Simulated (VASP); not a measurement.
# AlN (P6_3mc) in VASP: a series of runs, part 2 of 2

VASP 6.6.1.

### Step 3. Electric field gradients, PBEsol (equal xx and yy strain of +3 %)

Contents of INCAR:

```
SYSTEM = AlN
ALGO = Normal
EDIFF = 1E-8
ENCUT = 520
GGA = PS
ISIF = 2
ISMEAR = -1
LASPH = .True.
LCHARG = .False.
LEFG = .True.
LREAL = .False.
LWAVE = .False.
NBANDS = 16
NELM = 80
PREC = Accurate
SIGMA = 0.02
```

Contents of KPOINTS:

```
k-points
0
Gamma
  11 11 6
  0 0 0
```

Contents of POSCAR:

```
AlN
1.0
    3.2043322162      0.0000000000      0.0000000000
   -1.6021661081      2.7750331013      0.0000000000
    0.0000000000      0.0000000000      4.9780000000
Al N
2 2
Direct
    0.3333333333      0.6666666667      0.0000000000
    0.6666666667      0.3333333333      0.5000000000
    0.3333333333      0.6666666667      0.3850000000
    0.6666666667      0.3333333333      0.8850000000
```

Potentials or basis: VASP PAW PBE potentials, release 64 (Al, N).

The run is started by

```bash
$ cat potpaw_PBE.64/Al/POTCAR potpaw_PBE.64/N/POTCAR > POTCAR
$ mpirun -np 1 vasp_std > vasp.out
```

OUTCAR:

```text
SYSTEM = AlN
   EDIFF = 1E-8
   ENCUT = 520
   GGA = PS
   ISIF = 2
   ISMEAR = -1
   LASPH = .True.
   LREAL = .False.
   NELM = 80
   PREC = Accurate

 ion  position               nearest neighbor table
   1  0.333  0.667  0.000-   3 1.92   4 1.94   4 1.94   4 1.94   2 3.10   2 3.10   2 3.10   2 3.10
                             2 3.10   2 3.10
   2  0.667  0.333  0.500-   4 1.92   3 1.94   3 1.94   3 1.94   1 3.10   1 3.10   1 3.10   1 3.10
                             1 3.10   1 3.10
   3  0.333  0.667  0.385-   1 1.92   2 1.94   2 1.94   2 1.94
   4  0.667  0.333  0.885-   2 1.92   1 1.94   1 1.94   1 1.94

  LATTYP: Found a hexagonal cell.
 ALAT       =     3.2043322162
 C/A-ratio  =     1.5535218149

  Lattice vectors:

 A1 = (   3.2043322162,   0.0000000000,   0.0000000000)
 A2 = (  -1.6021661081,   2.7750331013,   0.0000000000)
 A3 = (   0.0000000000,   0.0000000000,   4.9780000000)

Analysis of symmetry for initial positions (statically):
=====================================================================
 Subroutine PRICEL returns:
 Original cell was already a primitive cell.

 Routine SETGRP: Setting up the symmetry group for a
 hexagonal supercell.

 Subroutine GETGRP returns: Found 12 space group operations
 (whereof  6 operations were pure point group operations)
 out of a pool of 24 trial point group operations.

The static configuration has the point symmetry C_3v.
 The point group associated with its full space group is C_6v.

Analysis of symmetry for dynamics (positions and initial velocities):
=====================================================================
 Subroutine PRICEL returns:
 Original cell was already a primitive cell.

 Routine SETGRP: Setting up the symmetry group for a
 hexagonal supercell.

 Subroutine GETGRP returns: Found 12 space group operations
 (whereof  6 operations were pure point group operations)
 out of a pool of 24 trial point group operations.

The dynamic configuration has the point symmetry C_3v.
 The point group associated with its full space group is C_6v.

 Subroutine INISYM returns: Found 12 space group operations
 (whereof  6 operations are pure point group operations),
 and found     1 'primitive' translations

----------------------------------------------------------------------------------------

                                     Primitive cell

  volume of cell :      44.2650

  direct lattice vectors                    reciprocal lattice vectors
     3.204332216  0.000000000  0.000000000     0.312077504  0.180178031  0.000000000
    -1.602166108  2.775033101  0.000000000     0.000000000  0.360356062  0.000000000
     0.000000000  0.000000000  4.978000000     0.000000000  0.000000000  0.200883889

  length of vectors
     3.204332216  3.204332216  4.978000000     0.360356062  0.360356062  0.200883889

  position of ions in fractional coordinates (direct lattice)
     0.333333333  0.666666667  0.000000000
     0.666666667  0.333333333  0.500000000
     0.333333333  0.666666667  0.385000000
     0.666666667  0.333333333  0.885000000

  ion indices of the primitive-cell ions
   primitive index   ion index
                 1           1
                 2           2
                 3           3
                 4           4

[... 87 lines left out ...]
   EFERMI_NEDOS =   21; number of points for ismear=-14 and -15
   IALGO  =     38    algorithm
   IMIX   =      4    mixing-type and parameters
     AMIX     =   0.40;   BMIX     =  1.00
     AMIX_MAG =   1.60;   BMIX_MAG =  1.00
  volume/ion in A,a.u.               =      11.07        74.68
  Fermi-wavevector in a.u.,A,eV,Ry     =   1.166168  2.203739 18.503228  1.359949
  Thomas-Fermi vector in A             =   2.302685
   LORBIT       =      0    0 simple, 1 ext, 2 COOP (PROOUT), +10 PAW based schemes
   GGA     = PS    functional components
   LHFCALC =     F    Hartree Fock is set to
   AEXX    =    0.0000 exact exchange contribution
   IVDW    =     0    specifies the selected vdW correction
   LEPSILON=     F    determine dielectric tensor
   LRPA    =     F    only Hartree local field effects (RPA)
 non-spin polarized calculation
  energy-cutoff  :      520.00
  volume of cell :       44.27
 maximum number of plane-waves:      1206
 NGX is ok and might be reduce to    24
   NGX = 11   NGY = 11   NGZ = 19

 number of electron      16.0000004 magnetization

 Free energy of the ion-electron system (eV)
  ---------------------------------------------------
  ext. energy  EPLUGINS =         0.00000000
  ---------------------------------------------------
  free energy    TOTEN  =       -31.20674501 eV

  energy without entropy =      -31.20674501  energy(sigma->0) =      -31.20674501

 E-fermi :   6.0092     XC(G=0): -10.8553

 val. band max:        5.6524759732   @ k =   0.0000   0.0000   0.0000
 cond. band min:       9.1653066145   @ k =   0.0000   0.0000   0.0000
 fundamental gap:      3.5128306413
 Fermi energy:         6.0091575289

 k-point     1 :       0.0000    0.0000    0.0000
  band No.  band energies     occupation
      1      -9.3071      2.00000
      2      -7.1782      2.00000
      3      -0.1813      2.00000
      4       4.5456      2.00000
      5       4.5456      2.00000
      6       5.2709      2.00000
[... 433 lines left out ...]
      3       0.7552      2.00000
      4       2.5244      2.00000
      5       2.9221      2.00000
      6       3.9465      2.00000
[... 8 lines left out ...]
     15      17.2892      0.00000
     16      18.2913      0.00000

 [... further k-points ...]
[... 5 lines left out ...]
  --------------------------------------------------------------------------------------
  -------------------------------------------------------------------------------------
  Total       -3.7209254     -3.7209254     -1.2052325      0.0000000      0.0000000     -0.0000000
  in kB     -134.6793314   -134.6793314    -43.6235329      0.0000000      0.0000000     -0.0000000
  external PRESSURE =    -104.3273986 kB  Pullay stress =       0.0000000 kB

 VOLUME and BASIS-vectors are now :
 -----------------------------------------------------------------------------
  energy-cutoff  :      520.00
  volume of cell :       44.27
      direct lattice vectors                 reciprocal lattice vectors
     3.204332216  0.000000000  0.000000000     0.312077504  0.180178031  0.000000000
    -1.602166108  2.775033101  0.000000000     0.000000000  0.360356062  0.000000000
     0.000000000  0.000000000  4.978000000     0.000000000  0.000000000  0.200883889

 POSITION                                       TOTAL-FORCE (eV/Angst)
 -----------------------------------------------------------------------------------
     -0.00000      1.85002      0.00000        -0.000000     -0.000000     -0.100475
      1.60217      0.92501      2.48900         0.000000     -0.000000     -0.100475
     -0.00000      1.85002      1.91653        -0.000000     -0.000000      0.100475
      1.60217      0.92501      4.40553         0.000000      0.000000      0.100475
 -----------------------------------------------------------------------------------
    total drift:                               -0.000000      0.000000     -0.000237

  FREE ENERGIE OF THE ION-ELECTRON SYSTEM (eV)
  ---------------------------------------------------
  free  energy   TOTEN  =       -31.2067450111 eV

  energy  without entropy=      -31.2067450110  energy(sigma->0) =      -31.20674501

 Electric field gradients (V/A^2)
---------------------------------------------------------------------
 ion       V_xx      V_yy      V_zz      V_xy      V_xz      V_yz
---------------------------------------------------------------------
   1      -0.660    -0.660     1.320     0.000     0.000    -0.000
   2      -0.660    -0.660     1.320     0.000    -0.000     0.000
   3       2.659     2.658    -5.317    -0.001     0.000    -0.000
   4       2.659     2.658    -5.317    -0.001    -0.000     0.000
---------------------------------------------------------------------

 Electric field gradients after diagonalization (V/A^2)
 (convention: |V_zz| > |V_xx| > |V_yy|)
----------------------------------------------------------------------
 ion       V_xx      V_yy      V_zz     asymmetry (V_yy - V_xx)/ V_zz
----------------------------------------------------------------------
   1      -0.660    -0.660     1.320       0.000
   2      -0.660    -0.660     1.320       0.000
   3       2.660     2.657    -5.317       0.001
   4       2.660     2.657    -5.317       0.001
----------------------------------------------------------------------

           NMR quadrupolar parameters

 Cq : quadrupolar parameter    Cq=e*Q*V_zz/h
 eta: asymmetry parameters     (V_yy - V_xx)/ V_zz
 Q  : nuclear electric quadrupole moment in mb (millibarn)
----------------------------------------------------------------------
 ion       Cq(MHz)       eta       Q (mb)
----------------------------------------------------------------------
   1       0.003       0.000       1.000
   2       0.003       0.000       1.000
   3      -0.013       0.001       1.000
   4      -0.013       0.001       1.000
----------------------------------------------------------------------
```

Wall time 24 s (1 thread of AMD EPYC 9R45 (Zen 5), shared host); peak memory 0.14 GiB.

Results:

| Property | Result |
| --- | --- |
| Free energy | -31.2067 eV |
| Pressure | -10.4 GPa |
| Largest force | 0.100 eV/Å |
| Band gap on the k mesh | 3.51 eV, direct |

Forces in eV/Å, atoms in the order of the input:
```
Al   0.000  0.000 -0.100
Al   0.000  0.000 -0.100
N    0.000  0.000  0.100
N    0.000  0.000  0.100
```

Electric field gradients, principal values (V/Å²):
```csv
atom,least,middle,greatest (by size)
1 Al,-0.660,-0.660,1.320
2 Al,-0.660,-0.660,1.320
3 N,2.657,2.660,-5.317
4 N,2.657,2.660,-5.317
```

Caveat: the cell differs from its parent crystal (equal xx and yy strain of +3 %); without QUAD_EFG the Cq values of the log hold for a quadrupole moment of 1 mb, not for the nuclei; the PAW data sets were made with another functional, which shifts forces and pressure a little.

### Step 4. Electric field gradients, PBEsol (volume scaled by 0.96)

Contents of INCAR:

```
PREC = Accurate
ENCUT = 520
EDIFF = 1E-8
ISMEAR = -1
SIGMA = 0.02
LREAL = F
LASPH = T
NELM = 80
ALGO = Normal
ISIF = 2
LWAVE = F
LCHARG = F
GGA = PS
LEFG = T
NBANDS = 16
```

Contents of KPOINTS:

```
regular mesh
0
Gamma
  11 11 6
```

Contents of POSCAR:

```
AlN
1.0
    3.0689564278      0.0000000000      0.0000000000
   -1.5344782139      2.6577942296      0.0000000000
    0.0000000000      0.0000000000      4.9107214824
Al N
2 2
Direct
    0.3333333333      0.6666666667      0.0000000000
    0.6666666667      0.3333333333      0.5000000000
    0.3333333333      0.6666666667      0.3850000000
    0.6666666667      0.3333333333      0.8850000000
```

Potentials or basis: VASP PAW PBE potentials, release 64 (Al, N).

The run is started by

```bash
$ cat potpaw_PBE.64/Al/POTCAR potpaw_PBE.64/N/POTCAR > POTCAR
$ mpirun -np 1 vasp_std > vasp.out
```

OUTCAR:

```text
PREC = Accurate
   ENCUT = 520
   EDIFF = 1E-8
   ISMEAR = -1
   LREAL = F
   LASPH = T
   NELM = 80
   ISIF = 2
   GGA = PS

 ion  position               nearest neighbor table
   1  0.333  0.667  0.000-   4 1.86   4 1.86   4 1.86   3 1.89   2 3.03   2 3.03   2 3.03   2 3.03
                             2 3.03   2 3.03
   2  0.667  0.333  0.500-   3 1.86   3 1.86   3 1.86   4 1.89   1 3.03   1 3.03   1 3.03   1 3.03
                             1 3.03   1 3.03
   3  0.333  0.667  0.385-   2 1.86   2 1.86   2 1.86   1 1.89
   4  0.667  0.333  0.885-   1 1.86   1 1.86   1 1.86   2 1.89

  LATTYP: Found a hexagonal cell.
 ALAT       =     3.0689564278
 C/A-ratio  =     1.6001274694

  Lattice vectors:

 A1 = (   3.0689564278,   0.0000000000,   0.0000000000)
 A2 = (  -1.5344782139,   2.6577942296,   0.0000000000)
 A3 = (   0.0000000000,   0.0000000000,   4.9107214824)

Analysis of symmetry for initial positions (statically):
[... 664 lines left out ...]
 -----------------------------------------------------------------------------------
     -0.00000      1.77186      0.00000        -0.000000     -0.000000      0.180377
      1.53448      0.88593      2.45536         0.000000      0.000000      0.180377
     -0.00000      1.77186      1.89063         0.000000      0.000000     -0.180377
      1.53448      0.88593      4.34599        -0.000000     -0.000000     -0.180377
 -----------------------------------------------------------------------------------
    total drift:                                0.000000      0.000000      0.000380

  FREE ENERGIE OF THE ION-ELECTRON SYSTEM (eV)
  ---------------------------------------------------
  free  energy   TOTEN  =       -31.2572876391 eV

  energy  without entropy=      -31.2572876391  energy(sigma->0) =      -31.25728764

 Electric field gradients (V/A^2)
---------------------------------------------------------------------
 ion       V_xx      V_yy      V_zz      V_xy      V_xz      V_yz
---------------------------------------------------------------------
   1      -4.491    -4.491     8.982     0.000    -0.000     0.000
   2      -4.491    -4.491     8.982     0.000     0.000    -0.000
   3      -0.510    -0.510     1.020     0.000    -0.000     0.000
   4      -0.510    -0.510     1.020     0.000     0.000    -0.000
---------------------------------------------------------------------

 Electric field gradients after diagonalization (V/A^2)
 (convention: |V_zz| > |V_xx| > |V_yy|)
----------------------------------------------------------------------
 ion       V_xx      V_yy      V_zz     asymmetry (V_yy - V_xx)/ V_zz
----------------------------------------------------------------------
   1      -4.491    -4.491     8.982       0.000
   2      -4.491    -4.491     8.982       0.000
   3      -0.511    -0.510     1.020       0.001
   4      -0.511    -0.510     1.020       0.001
----------------------------------------------------------------------

           NMR quadrupolar parameters

 Cq : quadrupolar parameter    Cq=e*Q*V_zz/h
 eta: asymmetry parameters     (V_yy - V_xx)/ V_zz
 Q  : nuclear electric quadrupole moment in mb (millibarn)
----------------------------------------------------------------------
 ion       Cq(MHz)       eta       Q (mb)
----------------------------------------------------------------------
   1       0.022       0.000       1.000
   2       0.022       0.000       1.000
   3       0.002       0.001       1.000
   4       0.002       0.001       1.000
----------------------------------------------------------------------
```

OSZICAR:

```text
N       E                     dE             d eps       ncg     rms          rms(c)
DAV:   1     0.383306456895E+02    0.38331E+02   -0.74377E+03  2048   0.901E+02
DAV:   2    -0.325452190127E+02   -0.70876E+02   -0.65376E+02  2848   0.187E+02
DAV:   3    -0.358623474185E+02   -0.33171E+01   -0.33084E+01  2600   0.421E+01
DAV:   4    -0.358812950692E+02   -0.18948E-01   -0.18947E-01  2512   0.356E+00
DAV:   5    -0.358815276744E+02   -0.23261E-03   -0.23260E-03  2568   0.399E-01    0.120E+01
DAV:   6    -0.313179694480E+02    0.45636E+01   -0.95783E+00  2440   0.226E+01    0.431E+00
DAV:   7    -0.312945005879E+02    0.23469E-01   -0.66080E-01  2256   0.567E+00    0.296E+00
DAV:   8    -0.312615881977E+02    0.32912E-01   -0.68521E-02  2288   0.220E+00    0.538E-01
DAV:   9    -0.312570199215E+02    0.45683E-02   -0.11996E-02  2712   0.818E-01    0.242E-01
DAV:  10    -0.312573567159E+02   -0.33679E-03   -0.13115E-03  2224   0.235E-01    0.144E-01
DAV:  11    -0.312572888547E+02    0.67861E-04   -0.11249E-04  2400   0.782E-02    0.302E-02
DAV:  12    -0.312572879615E+02    0.89325E-06   -0.53164E-06  2424   0.197E-02    0.397E-03
DAV:  13    -0.312572875874E+02    0.37410E-06   -0.17106E-06  2576   0.973E-03    0.428E-03
DAV:  14    -0.312572876096E+02   -0.22246E-07   -0.15745E-07  2352   0.336E-03    0.120E-03
DAV:  15    -0.312572876398E+02   -0.30169E-07   -0.11304E-08  1536   0.816E-04    0.126E-04
DAV:  16    -0.312572876391E+02    0.72293E-09   -0.73455E-10  1152   0.339E-04
   1 F= -.31257288E+02 E0= -.31257288E+02  d E =-.115865E-10
```

stdout:

```text
POSCAR found type information on POSCAR AlN
 POSCAR found :  2 types and       4 ions
 scaLAPACK will be used
 -----------------------------------------------------------------------------
|                                                                             |
|                                                                             |
|     You enforced a specific xc type in the INCAR file but a different       |
|     I HOPE YOU KNOW WHAT YOU ARE DOING!                                     |
|                                                                             |
 -----------------------------------------------------------------------------

 LDA part: xc-table for (Slater+PW92), standard interpolation
 POSCAR, INCAR and KPOINTS ok, starting setup
 FFT: planning ... GRIDC
 FFT: planning ... GRID_SOFT
 FFT: planning ... GRID
 WAVECAR not read
 entering main loop
ion   1

ion   2

ion   3

ion   4
```

Wall time 27 s (1 thread of AMD EPYC 7R13 (Zen 3), shared host); peak memory 0.14 GiB.

Results:

| Property | Result |
| --- | --- |
| Free energy | -31.2573 eV |
| Pressure | 9.6 GPa |
| Largest force | 0.180 eV/Å |
| Band gap on the k mesh | 4.45 eV, direct |

Forces in eV/Å, atoms in the order of the input:
```
Al   0.000  0.000  0.180
Al   0.000  0.000  0.180
N    0.000  0.000 -0.180
N    0.000  0.000 -0.180
```

Levels at points of the mesh, in eV from the valence-band top:
```csv
k point,band 6,band 7,band 8,band 9,band 10,band 11
"(0.00, 0.00, 0.00)",-0.30,-0.30,0.00,4.45,6.89,10.84
"(0.00, 0.00, 0.50)",-0.65,-0.65,-0.65,6.72,6.72,10.51
```

Electric field gradients, principal values (V/Å²):
| atom | least | middle | greatest (by size) |
| --- | --- | --- | --- |
| 1 Al | -4.491 | -4.491 | 8.982 |
| 2 Al | -4.491 | -4.491 | 8.982 |
| 3 N | -0.510 | -0.511 | 1.020 |
| 4 N | -0.510 | -0.511 | 1.020 |

Caveat: without QUAD_EFG the Cq values of the log hold for a quadrupole moment of 1 mb, not for the nuclei; the PAW data sets were made with another functional, which shifts forces and pressure a little. A k mesh can miss the band edges.
